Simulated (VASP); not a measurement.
Set up this calculation in VASP 6.6.1, as the native input.

* Task: single point
* Functional: PBE0
* Potentials or basis: VASP PAW PBE potentials, release 64 (Pt, Se)
* Cutoff: 520 eV
* k mesh: 4 × 4 × 4
* Occupations: fermi-dirac, width 0.05 eV
* Spin: no spin polarisation
* Dipole correction: no
* Grid for exact exchange (PRECFOCK): Normal
* Further INCAR settings: ALGO = Normal; EDIFF = 1e-06; NBANDS = 15
* Share of exact exchange: 0.25

The system is PtSe.

```
Pt Se
1.0
     0.00000    2.81186    2.81186
     2.81186    0.00000    2.81186
     2.81186    2.81186    0.00000
Pt Se
1 1
Direct
  0.00000 0.00000 0.00000
  0.25000 0.25000 0.25000
```

These files were run (other wordings do the same):

POSCAR

```
PtSe
1.0
    0.0000000000      2.8118646425      2.8118646425
    2.8118646425      0.0000000000      2.8118646425
    2.8118646425      2.8118646425      0.0000000000
Pt Se
1 1
Direct
    0.0000000000      0.0000000000      0.0000000000
    0.2500000000      0.2500000000      0.2500000000
```

INCAR.step1

```
SYSTEM = PtSe
PREC = Accurate ; ENCUT = 520
EDIFF = 1E-5 ; ISMEAR = -1
SIGMA = 0.05 ; LREAL = .FALSE.
LASPH = .TRUE. ; NELM = 60
ALGO = Normal ; ISIF = 2
LWAVE = .TRUE. ; LCHARG = .FALSE.
NBANDS = 15 ; GGA = PE
```

INCAR.step2

```
SYSTEM = PtSe
PREC = Accurate ; ENCUT = 520
EDIFF = 1E-6 ; ISMEAR = -1
SIGMA = 0.05 ; LREAL = .FALSE.
LASPH = .TRUE. ; NELM = 60
ALGO = Normal ; ISIF = 2
LWAVE = .FALSE. ; LCHARG = .FALSE.
GGA = PE ; LHFCALC = .TRUE.
AEXX = 0.25 ; PRECFOCK = Normal
NBANDS = 15 ; ISTART = 1
```

KPOINTS

```
regular mesh
0
G
  4 4 4
  0 0 0
```

Potentials or basis: VASP PAW PBE potentials, release 64 (Pt, Se).

Launch:

```console
$ cat potpaw_PBE.64/Pt/POTCAR potpaw_PBE.64/Se/POTCAR > POTCAR
$ cp INCAR.step1 INCAR
$ mpirun -np 1 vasp_std > vasp.out
$ cp INCAR.step2 INCAR
$ mpirun -np 1 vasp_std > vasp.out
```

It gave:

```json
{
  "Pressure": "-0.3 GPa",
  "Band gap on the k mesh": "zero (bands 8 and 9 overlap by 5.27 eV)"
}
```

Caveat: the k points lie up to 0.48 Å⁻¹ apart, too coarse for converged energies and pressures of a metal; the PAW data sets were made with another functional, which shifts forces and pressure a little; spin-orbit coupling is left out, which moves the levels of the heavy elements.

Run time: 9.9 min on 1 thread of AMD EPYC 7R13, on a shared host, peak memory 0.2 GiB.
